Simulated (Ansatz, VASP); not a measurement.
**One calculation of TiO2, two programs**

INCAR

```
SYSTEM = TiO2
  ALGO = Normal
  EDIFF = 1E-6
  ENCUT = 520
  GGA = PE
  ISIF = 2
  ISMEAR = -1
  LASPH = .True.
  LCHARG = .True.
  LELF = .True.
  LREAL = .False.
  LVHAR = .True.
  LWAVE = .False.
  NBANDS = 33
  NELM = 100
  PREC = Accurate
  SIGMA = 0.08
```

The input KPOINTS:

```
k-points
0
Gamma
  8 8 11
  0 0 0
```

POSCAR

```
TiO2
1.0
    4.6431673623      0.0000000000      0.0000000000
    0.0000000000      4.6431673623      0.0000000000
    0.0000000000      0.0000000000      2.9639910303
Ti O
2 4
Direct
    0.0000000000      0.0000000000      0.0000000000
    0.5000000000      0.5000000000      0.5000000000
    0.3051261056      0.3051261056      0.0000000000
    0.6948738944      0.6948738944      0.0000000000
    0.8051261056      0.1948738944      0.5000000000
    0.1948738944      0.8051261056      0.5000000000
```

Input for Ansatz:

```yaml
crystal:
  lattice:
    - [4.6431673623, 0.0, 0.0]
    - [0.0, 4.6431673623, 0.0]
    - [0.0, 0.0, 2.9639910303]
  atoms:
    - { symbol: Ti, position: [0.0, 0.0, 0.0] }
    - { symbol: Ti, position: [0.5, 0.5, 0.5] }
    - { symbol: O, position: [0.3051261056, 0.3051261056, 0.0] }
    - { symbol: O, position: [0.6948738944, 0.6948738944, 0.0] }
    - { symbol: O, position: [0.8051261056, 0.1948738944, 0.5] }
    - { symbol: O, position: [0.1948738944, 0.8051261056, 0.5] }
kpoints:
  mp_grid: { grid: [8, 8, 11] }
  band_path:
    path:
      - [0.0, 0.0, 0.0]
      - [0.0, 0.5, 0.0]
      - [0.5, 0.5, 0.0]
      - [0.0, 0.0, 0.0]
      - [0.0, 0.0, 0.5]
      - [0.0, 0.5, 0.5]
      - [0.5, 0.5, 0.5]
      - [0.0, 0.0, 0.5]
      - [0.0, 0.5, 0.0]
    npoints: 14
scf:
  occupations: { method: fermi_dirac, width: 0.08 }
hamiltonian:
  xc: pbe
  pseudopotentials: { kind: all_electron, lapw: { basis_error: 0.001 } }
output:
  forces: true
  stress: true
  eigenvalues: true
  populations: true
  dos: { projected: true, de: 0.2, e_range: [-14, 8] }
```

Alike in both runs: task single point; functional PBE; k mesh 8 × 8 × 11; occupations fermi-dirac, width 0.08 eV; no spin polarisation.

```csv
,VASP,Ansatz
version,VASP 6.6.1,Ansatz 0.2.0
potentials or method,"VASP PAW PBE potentials, release 64 (Ti_sv, O), cutoff 520 eV","all-electron LAPW, scalar-relativistic"
```

```csv
,VASP,Ansatz,Ansatz less VASP
pressure (GPa),0.7,0.0,-0.65
"traceless stress, the component that is largest in VASP (GPa)",0.20,-0.03,-0.232
rms of the force components (eV/Å),0.013,0.000,-0.0131
```

Atom by atom the forces differ by 0.014 eV/Å (rms over components). Ansatz ran all-electron here, and VASP with PAW potentials.
